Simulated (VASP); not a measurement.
PbS: single point with PBE+D3(BJ)

The system is PbS.

```xyz
8
Lattice="-2.9671 -2.9671 0.0000 2.9671 -2.9671 0.0000 -0.9892 0.0000 11.8685" Properties=species:S:1:pos:R:3 pbc="T T T"
Pb    0.0000   -2.9671    1.4836
Pb    0.0000    0.0000    4.4507
Pb    0.0000   -2.9671    7.4178
Pb    0.0000    0.0000   10.3850
S     0.0000    0.0000    1.4836
S     0.0000   -2.9671    4.4507
S     0.0000    0.0000    7.4178
S     0.0000   -2.9671   10.3850
```

```yaml
Program: VASP 6.6.1
Task: single point
Functional: PBE
Dispersion: D3(BJ)
Potentials_or_basis: VASP PAW PBE potentials, release 64 (Pb_d, S)
Cutoff: 520 eV
k_mesh: 8 × 8 × 3
Occupations: gaussian, width 0.03 eV
Spin: no spin polarisation
Dipole_correction: no
Further_INCAR_settings: ALGO = Normal; EDIFF = 1e-06; NBANDS = 50
```

* Pressure: -0.5 GPa
* Largest force: 0.333 eV/Å
* Band gap on the k mesh: 0.52 eV
* Dispersion energy per atom: -0.347 eV

Forces in eV/Å, atoms in the order of the input:
```
Pb   0.279  0.000  0.181
Pb   0.014  0.000 -0.183
Pb  -0.014  0.000  0.183
Pb  -0.279  0.000 -0.181
S    0.105  0.000  0.231
S    0.025  0.000 -0.199
S   -0.025  0.000  0.199
S   -0.105  0.000 -0.231
```

Stress tensor (GPa, compression positive):
```
-0.19  0.00  1.24
 0.00 -0.55  0.00
 1.24  0.00 -0.86
```

Levels at points of the mesh, in eV from the valence-band top:
| k point | band 37 | band 38 | band 39 | band 40 | band 41 | band 42 | band 43 | band 44 |
| --- | --- | --- | --- | --- | --- | --- | --- | --- |
| (0.00, 0.00, 0.00) | -2.03 | -1.62 | -1.53 | -1.49 | 2.11 | 2.93 | 4.11 | 4.67 |
| (0.50, 0.00, 0.00) | -0.59 | -0.43 | -0.08 | 0.00 | 0.52 | 0.67 | 1.47 | 1.50 |
| (0.50, 0.50, 0.00) | -3.16 | -2.74 | -1.07 | -0.74 | 1.99 | 2.55 | 4.08 | 4.11 |

Run time: 8.7 min on 1 thread of Intel(R) Xeon(R) Platinum 8259CL CPU @ 2.50GHz (Skylake/Cascade Lake) (shared host), peak memory 0.58 GiB.

Caveat: spin-orbit coupling is left out, which moves the levels of the heavy elements; an odd mesh through Γ misses points on the zone boundary, where band edges can lie.
